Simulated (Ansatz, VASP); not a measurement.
## MgB2: VASP beside Ansatz

```
Mg B
1.0
     3.06276    0.00000    0.00000
    -1.53138    2.65243    0.00000
     0.00000    0.00000    3.52087
Mg B
1 2
Direct
  0.00000 0.00000 0.00000
  0.66667 0.33333 0.50000
  0.33333 0.66667 0.50000
```

Alike in both runs: task relaxation of cell and atoms; functional PBE; dispersion D3(BJ); k mesh 18 × 18 × 14; occupations gaussian, width 0.1 eV; no spin polarisation.

|  | VASP | Ansatz |
| --- | --- | --- |
| version | VASP 6.6.1 | Ansatz 0.2.0 |
| potentials or method | VASP PAW PBE potentials, release 64 (Mg, B), cutoff 600 eV | scalar-relativistic, plane waves, PAW |
| valence electrons in the cell | 8 | 16 |

Ansatz gave:

```
gap on the k mesh at the Fermi level, each at its own relaxed structure (eV) : none
relaxed volume (Å³/atom)                                                     : 9.30
relaxed cell length with the largest relative difference (Å)                 : 3.469
```

Question: Estimate VASP's values.

Answer: gap on the k mesh at the Fermi level, each at its own relaxed structure (eV): none; relaxed volume (Å³/atom): 9.28; relaxed cell length with the largest relative difference (Å): 3.465.

A gap of «none» marks a metal or a gap that the smearing closes. VASP's potentials hold 8 valence electrons a cell and Ansatz's 16, so a difference there can come from the potentials and not from the codes. Ansatz's warnings: structure snapped to symmetry.
